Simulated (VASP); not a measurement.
# As2Se (I4_1/amd) in VASP: further runs, part 2 of 2

VASP 6.6.1. The steps go on from the part before.

### 3 Single point, PBEsol

File INCAR:

```
SYSTEM = As2Se
PREC = Accurate
ENCUT = 520
EDIFF = 1E-6
ISMEAR = 0
SIGMA = 0.01
LREAL = .FALSE.
LASPH = .TRUE.
NELM = 80
ALGO = Normal
ISIF = 2
LWAVE = .FALSE.
LCHARG = .FALSE.
GGA = PS
NBANDS = 25
```

File KPOINTS:

```
regular mesh
0
G
  4 4 4
  0 0 0
```

File POSCAR:

```
As2Se
1.0
   -3.5294180000      3.5294180000      2.6535710000
    3.5294180000     -3.5294180000      2.6535710000
    3.5294180000      3.5294180000     -2.6535710000
As Se
4 2
Direct
    0.8750000000      0.1250000000      0.7500000000
    0.3750000000      0.1250000000      0.2500000000
    0.8750000000      0.6250000000      0.7500000000
    0.8750000000      0.1250000000      0.2500000000
    0.5000000000      0.5000000000      0.0000000000
    0.2500000000      0.7500000000      0.5000000000
```

Potentials or basis: VASP PAW PBE potentials, release 64 (As, Se).

Started as:

```console
$ cat potpaw_PBE.64/As/POTCAR potpaw_PBE.64/Se/POTCAR > POTCAR
$ mpirun -np 1 vasp_std > vasp.out
```

OUTCAR:

```text
SYSTEM = As2Se
   PREC = Accurate
   ENCUT = 520
   EDIFF = 1E-6
   ISMEAR = 0
   LREAL = .FALSE.
   LASPH = .TRUE.
   NELM = 80
   ISIF = 2
   GGA = PS

 ion  position               nearest neighbor table
   1  0.875  0.125  0.750-   5 2.66   6 2.66   4 2.83   4 2.83   3 2.83   3 2.83
   2  0.375  0.125  0.250-   5 2.66   6 2.66   3 2.83   4 2.83   4 2.83   3 2.83
   3  0.875  0.625  0.750-   5 2.66   6 2.66   1 2.83   2 2.83   1 2.83   2 2.83
   4  0.875  0.125  0.250-   6 2.66   5 2.66   2 2.83   1 2.83   1 2.83   2 2.83
   5  0.500  0.500  0.000-   4 2.66   2 2.66   3 2.66   1 2.66
[... 560 lines left out ...]
  -------------------------------------------------------------------------------------
  Total       -2.7485586     -2.7485586     -3.6827874      0.0000000     -0.0000000      0.0000000
  in kB      -33.3057091    -33.3057091    -44.6262444      0.0000000     -0.0000000      0.0000000
  external PRESSURE =     -37.0792209 kB  Pullay stress =       0.0000000 kB

 VOLUME and BASIS-vectors are now :
 -----------------------------------------------------------------------------
  energy-cutoff  :      520.00
  volume of cell :      132.22
      direct lattice vectors                 reciprocal lattice vectors
    -3.529418000  3.529418000  2.653571000     0.000000000  0.141666416  0.188425333
     3.529418000 -3.529418000  2.653571000     0.141666416  0.000000000  0.188425333
     3.529418000  3.529418000 -2.653571000     0.141666416  0.141666416  0.000000000

 POSITION                                       TOTAL-FORCE (eV/Angst)
 -----------------------------------------------------------------------------------
      0.00000      5.29413      0.66339         0.000000      0.000000      0.000000
     -0.00000      1.76471      0.66339         0.000000      0.000000      0.000000
      1.76471      3.52942      1.99018         0.000000      0.000000      0.000000
     -1.76471      3.52942      1.99018         0.000000      0.000000      0.000000
      0.00000      0.00000      2.65357        -0.000000      0.000000     -0.000000
      3.52942     -0.00000      1.32679         0.000000     -0.000000      0.000000
 -----------------------------------------------------------------------------------
    total drift:                               -0.000000      0.000000     -0.000000

  FREE ENERGIE OF THE ION-ELECTRON SYSTEM (eV)
  ---------------------------------------------------
  free  energy   TOTEN  =       -27.5705864051 eV

  energy  without entropy=      -27.5698432882  energy(sigma->0) =      -27.57021485
```

OSZICAR:

```text
N       E                     dE             d eps       ncg     rms          rms(c)
DAV:   1     0.131459343586E+03    0.13146E+03   -0.12564E+04   650   0.107E+03
DAV:   2    -0.166252858553E+02   -0.14808E+03   -0.13909E+03   869   0.169E+02
DAV:   3    -0.275012893659E+02   -0.10876E+02   -0.10614E+02   830   0.473E+01
DAV:   4    -0.276457708002E+02   -0.14448E+00   -0.14407E+00   778   0.600E+00
DAV:   5    -0.276470561908E+02   -0.12854E-02   -0.12847E-02   826   0.557E-01    0.583E+00
DAV:   6    -0.275826993345E+02    0.64357E-01   -0.68330E-02   763   0.139E+00    0.353E+00
DAV:   7    -0.275709307955E+02    0.11769E-01   -0.54679E-02   743   0.106E+00    0.698E-01
DAV:   8    -0.275705269881E+02    0.40381E-03   -0.19308E-03   796   0.276E-01    0.109E-01
DAV:   9    -0.275705862000E+02   -0.59212E-04   -0.61005E-04   737   0.127E-01    0.487E-02
DAV:  10    -0.275705853029E+02    0.89704E-06   -0.18864E-05   820   0.230E-02    0.158E-02
DAV:  11    -0.275705864237E+02   -0.11208E-05   -0.36200E-06   671   0.124E-02    0.306E-03
DAV:  12    -0.275705864051E+02    0.18611E-07   -0.33466E-07   406   0.379E-03
   1 F= -.27570586E+02 E0= -.27570215E+02  d E =-.743117E-03
```

Run time: 20 s. Hardware: 1 thread of Intel Xeon 6975P-C (Granite Rapids), shared host; peak memory 0.25 GiB.

Results:

| Item | Value |
| --- | --- |
| Free energy | -27.5706 eV |
| Pressure | -3.7 GPa |
| Band gap on the k mesh | zero (band 16 reaches 4.76 eV, above the bottom of band 17 at 4.58 eV) |

Stress tensor (GPa, compression positive):
```
-3.33  0.00  0.00
 0.00 -3.33  0.00
 0.00  0.00 -4.46
```

Caveat: the k points lie up to 0.37 Å⁻¹ apart; the PAW data sets were made with another functional, which shifts forces and pressure a little.

### 4 Single point, PBEsol

File INCAR:

```
SYSTEM = As2Se
PREC = Accurate
ENCUT = 520
EDIFF = 1E-6
ISMEAR = 0
SIGMA = 0.05
LREAL = .False.
LASPH = .True.
NELM = 100
ALGO = Normal
ISIF = 2
LWAVE = .False.
LCHARG = .False.
GGA = PS
NBANDS = 25
```

File KPOINTS:

```
regular mesh
0
Gamma
  4 4 4
  0 0 0
```

POSCAR is that of step 3.

Started as:

```console
$ cat potpaw_PBE.64/As/POTCAR potpaw_PBE.64/Se/POTCAR > POTCAR
$ mpirun -np 1 vasp_std > vasp.out
```

Wall time 18 s (1 thread of Intel Xeon 6975P-C (Granite Rapids), shared host); peak memory 0.25 GiB.

It converged, with:

```
Free energy            : -27.5759 eV
Pressure               : -3.7 GPa
Band gap on the k mesh : zero (band 16 reaches 4.76 eV, above the bottom of band 17 at 4.58 eV)
```

Stress tensor (GPa, compression positive):
```
-3.17  0.00  0.00
 0.00 -3.17  0.00
 0.00  0.00 -4.74
```

Levels at points of the mesh, in eV from the Fermi level:
```tsv
k point	band 12	band 13	band 14	band 15	band 16	band 17	band 18	band 19	band 20	band 21
(0.00, 0.00, 0.00)	-2.85	-2.85	-2.72	-2.72	-1.09	2.30	3.00	3.00	3.41	3.91
(0.50, 0.00, 0.00)	-2.47	-1.79	-1.43	-0.44	-0.02	0.17	0.46	1.44	2.55	2.94
(0.50, 0.50, 0.00)	-2.27	-1.37	-1.37	-1.14	-1.14	-0.06	-0.06	1.82	1.82	3.75
(0.50, 0.50, 0.50)	-2.49	-0.64	-0.64	-0.29	-0.29	0.29	0.29	0.45	0.45	2.57
```

Caveat: the k points lie up to 0.37 Å⁻¹ apart; the PAW data sets were made with another functional, which shifts forces and pressure a little.

### 5 Single point, PBEsol

File INCAR:

```
SYSTEM = As2Se
PREC = Accurate
ENCUT = 520
EDIFF = 1E-7
ISMEAR = 0
SIGMA = 0.2
LREAL = .FALSE.
LASPH = .TRUE.
NELM = 100
ALGO = Normal
ISIF = 2
LWAVE = .FALSE.
LCHARG = .FALSE.
GGA = PS
NBANDS = 25
```

File KPOINTS:

```
regular mesh
0
G
  4 4 4
  0 0 0
```

POSCAR is that of step 4.

Started as:

```console
$ cat potpaw_PBE.64/As/POTCAR potpaw_PBE.64/Se/POTCAR > POTCAR
$ mpirun -np 1 vasp_std > vasp.out
```

Wall time 20 s (1 thread of Intel Xeon 6975P-C (Granite Rapids), shared host); peak memory 0.25 GiB.

The run converged. Its results:

```
Free energy            : -27.6275 eV
Pressure               : -3.6 GPa
Band gap on the k mesh : zero (band 16 reaches 4.77 eV, above the bottom of band 17 at 4.58 eV)
```

Stress tensor (GPa, compression positive):
```
-3.04  0.00  0.00
 0.00 -3.04  0.00
 0.00  0.00 -4.86
```

Levels at points of the mesh, in eV from the Fermi level:
```csv
k point,band 13,band 14,band 15,band 16,band 17,band 18,band 19,band 20
"(0.00, 0.00, 0.00)",-2.86,-2.75,-2.75,-1.11,2.29,2.98,2.98,3.40
"(0.50, 0.00, 0.00)",-1.81,-1.44,-0.45,-0.03,0.15,0.45,1.43,2.53
"(0.50, 0.50, 0.00)",-1.39,-1.39,-1.15,-1.15,-0.07,-0.07,1.81,1.81
"(0.50, 0.50, 0.50)",-0.65,-0.65,-0.30,-0.30,0.28,0.28,0.44,0.44
```

Caveat: the k points lie up to 0.37 Å⁻¹ apart; the PAW data sets were made with another functional, which shifts forces and pressure a little.

### 6 Overview

```tsv
k mesh	smearing	gap on the mesh (eV)	pressure (GPa)
4 × 4 × 4, shifted	gaussian 0.1 eV	0.76	-3.0
4 × 4 × 4	gaussian 0.01 eV	none	-3.7
4 × 4 × 4	gaussian 0.05 eV	none	-3.7
4 × 4 × 4	gaussian 0.2 eV	none	-3.6
```

Alike in all rows: task single point; level PBEsol; potentials or basis VASP PAW PBE potentials, release 64 (As, Se); no spin polarisation; cell as given; cutoff (eV) 520.

Caveats: some runs use coarse meshes; the PAW data sets were made with another functional, which shifts forces and pressure a little.

Total energies depend on the potentials used, so only differences within one code and one set of settings carry meaning.
